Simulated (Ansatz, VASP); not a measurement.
Two plane-wave programs on LiF

```
CELL_PARAMETERS angstrom
3.03307 0.00000 0.00000
-1.51654 2.62672 0.00000
0.00000 0.00000 5.20657
ATOMIC_POSITIONS crystal
Li 0.33333 0.66667 0.38107
Li 0.66667 0.33333 0.88107
F 0.33333 0.66667 0.99393
F 0.66667 0.33333 0.49393
```

Alike in both runs: task single point; functional PBE; k mesh 9 × 9 × 6; occupations gaussian, width 0.05 eV; no spin polarisation.

```csv
,VASP,Ansatz
version,VASP 6.6.1,Ansatz 0.2.0
potentials or method,"VASP PAW PBE potentials, release 64 (Li_sv, F), cutoff 520 eV","scalar-relativistic, plane waves, PAW"
valence electrons in the cell,20,20
```

```tsv
	VASP	Ansatz	Ansatz less VASP
gap on the k mesh at the Fermi level (eV)	7.65	7.66	+0.012
least direct gap on the mesh (eV)	7.65	7.66	+0.012
rms of the force components (eV/Å)	0.122	0.114	-0.0076
```

Atom by atom the forces differ by 0.008 eV/Å (rms over components). The functional is the same, so the differences come from potentials, cutoffs and numerics.

Noted on VASP's run: the cutoff is short for stress, so the pressure is rough.
